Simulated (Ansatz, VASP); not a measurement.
# One calculation of GaAs, two programs

```
CELL_PARAMETERS angstrom
0.00000 2.80140 2.80140
2.80140 0.00000 2.80140
2.80140 2.80140 0.00000
ATOMIC_POSITIONS crystal
Ga 0.00000 0.00000 0.00000
As 0.75000 0.75000 0.75000
```

Alike in both runs: task relaxation of cell and atoms; functional LDA; k mesh 12 × 12 × 12; no spin polarisation.

```csv
,VASP,Ansatz
version,VASP 6.6.1,Ansatz 0.2.0
potentials or method,"VASP PAW LDA potentials, release 64 (Ga_d, As), cutoff 600 eV","scalar-relativistic, plane waves, PAW"
occupations,"gaussian, width 0.01 eV",fixed
valence electrons in the cell,18,28
```

|  | VASP | Ansatz | Ansatz less VASP |
| --- | --- | --- | --- |
| gap on the k mesh at the Fermi level, each at its own relaxed structure (eV) | 0.50 | 0.49 | -0.017 |
| relaxed volume (Å³/atom) | 22.08 | 21.99 | -0.093 |
| relaxed cell length with the largest relative difference (Å) | 3.968 | 3.962 | -0.0056 |

LDA's correlation is that of Perdew and Zunger in VASP and of Perdew and Wang (1992) in Ansatz. VASP's potentials hold 18 valence electrons a cell and Ansatz's 28, so a difference there can come from the potentials and not from the codes.
